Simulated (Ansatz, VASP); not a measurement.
## One calculation of Sb, two programs

```
Sb
1.0
     3.38805    0.00000    0.00000
     0.00000    3.38805    0.00000
     0.00000    0.00000   23.18710
Sb
4
Cartesian
  0.8470 0.8470 8.2827
  2.5410 2.5410 10.2468
  0.8470 0.8470 12.9403
  2.5410 2.5410 14.9044
```

Alike in both runs: functional PBE; k mesh 10 × 10 × 1; occupations fermi-dirac, width 0.05 eV; no spin polarisation.

Ansatz relaxed the structure, and its values are those at the end. VASP's run is a single point on that final structure, the one shown.

|  | VASP | Ansatz |
| --- | --- | --- |
| version | VASP 6.6.1 | Ansatz 0.2.0 |
| potentials or method | VASP PAW PBE potentials, release 64 (Sb), cutoff 520 eV | all-electron LAPW, scalar-relativistic |

|  | VASP | Ansatz | Ansatz less VASP |
| --- | --- | --- | --- |
| rms of the force components (eV/Å) | 0.004 | 0.001 | -0.0024 |

Ansatz ran all-electron here, and VASP with PAW potentials.

Spin-orbit coupling is off throughout.
